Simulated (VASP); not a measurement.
## Rb: single point with PBE

Rb:

```xyz
2
Lattice="3.7858 0.0000 0.0000 -1.8929 3.2786 0.0000 0.0000 0.0000 6.2549" Properties=species:S:1:pos:R:3 pbc="T T T"
Rb    0.0000    2.1857    1.5637
Rb    1.8929    1.0929    4.6912
```

| Quantity | Value |
| --- | --- |
| Program | VASP 6.6.1 |
| Task | single point |
| Functional | PBE |
| Potentials or basis | VASP PAW PBE potentials, release 64 (Rb_sv) |
| Cutoff | 520 eV |
| k mesh | 12 × 12 × 7 |
| Occupations | fermi-dirac, width 0.08 eV |
| Spin | no spin polarisation |

```yaml
Pressure: 10.0 GPa
Band_gap_on_the_k_mesh: zero (band 9 reaches 4.00 eV, above the bottom of band 10 at 1.76 eV)
```

Levels at points of the mesh, in eV from the Fermi level:
```csv
k point,band 5,band 6,band 7,band 8,band 9,band 10,band 11,band 12,band 13,band 14
"(0.00, 0.00, 0.00)",-12.82,-12.69,-12.68,-12.68,-3.04,-0.34,2.18,3.86,3.91,3.91
"(0.50, 0.00, 0.00)",-13.34,-13.09,-12.96,-12.83,0.06,0.22,0.43,1.88,3.05,3.72
```

It took 120 s on 1 thread of Intel(R) Xeon(R) Platinum 8259CL CPU @ 2.50GHz (Skylake/Cascade Lake), with other jobs on the host, peak memory 0.22 GiB.
